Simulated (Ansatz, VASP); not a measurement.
**One calculation of HfO2, two programs**

File POSCAR:

```
HfO2
1.0
    0.0000000000      2.4860690250      2.4860690250
    2.4860690250      0.0000000000      2.4860690250
    2.4860690250      2.4860690250      0.0000000000
Hf O
1 2
Direct
    0.0000000000      0.0000000000      0.0000000000
    0.2500000000      0.2500000000      0.2500000000
    0.7500000000      0.7500000000      0.7500000000
```

File INCAR.step1:

```
ALGO = Normal
EDIFF = 1E-4
ENCUT = 520
GGA = PE
ISMEAR = 0
LASPH = T
LCHARG = F
LREAL = F
LWAVE = T
NBANDS = 18
NELM = 60
PREC = Accurate
SIGMA = 0.02
```

Contents of INCAR.step2:

```
ALGO = Normal
EDIFF = 1E-6
ENCUT = 520
ISIF = 2
ISMEAR = 0
ISTART = 1
LASPH = T
LCHARG = F
LMIXTAU = T
LREAL = F
LWAVE = F
METAGGA = R2SCAN
NBANDS = 18
NELM = 60
PREC = Accurate
SIGMA = 0.02
```

File KPOINTS:

```
k-points
0
Gamma
  8 8 8
```

Input for Ansatz:

```yaml
crystal:
  lattice:
    - [0.0, 2.486069025, 2.486069025]
    - [2.486069025, 0.0, 2.486069025]
    - [2.486069025, 2.486069025, 0.0]
  atoms:
    - { symbol: Hf, position: [0.0, 0.0, 0.0] }
    - { symbol: O, position: [0.25, 0.25, 0.25] }
    - { symbol: O, position: [0.75, 0.75, 0.75] }
basis:
  ecutwfc: 500
kpoints:
  mp_grid: { grid: [8, 8, 8] }
hamiltonian:
  xc: r2scan
scf:
  occupations: { method: gaussian, width: 0.02 }
output:
  forces: true
  stress: true
  eigenvalues: true
```

Alike in both runs: task single point; functional r2SCAN; k mesh 8 × 8 × 8; occupations gaussian, width 0.02 eV; no spin polarisation.

```csv
,VASP,Ansatz
version,VASP 6.6.1,Ansatz 0.2.0
potentials or method,"VASP PAW PBE potentials, release 64 (Hf_pv, O), cutoff 520 eV","scalar-relativistic, plane waves, PAW"
valence electrons in the cell,22,38
```

Ansatz gave:

| Item | Value |
| --- | --- |
| gap on the k mesh at the Fermi level (eV) | 4.44 |
| least direct gap on the mesh (eV) | 4.44 |
| pressure (GPa) | 15.6 |

Task: Estimate VASP's values.

Result: gap on the k mesh at the Fermi level (eV): 4.47; least direct gap on the mesh (eV): 4.47; pressure (GPa): 11.1.

VASP's potentials were made for PBE, not for r2SCAN. One of these differences is far larger than is usual between the two programs; its cause wasn't traced. VASP's potentials hold 22 valence electrons a cell and Ansatz's 38, so a difference there can come from the potentials and not from the codes.

Spin-orbit coupling is off throughout.
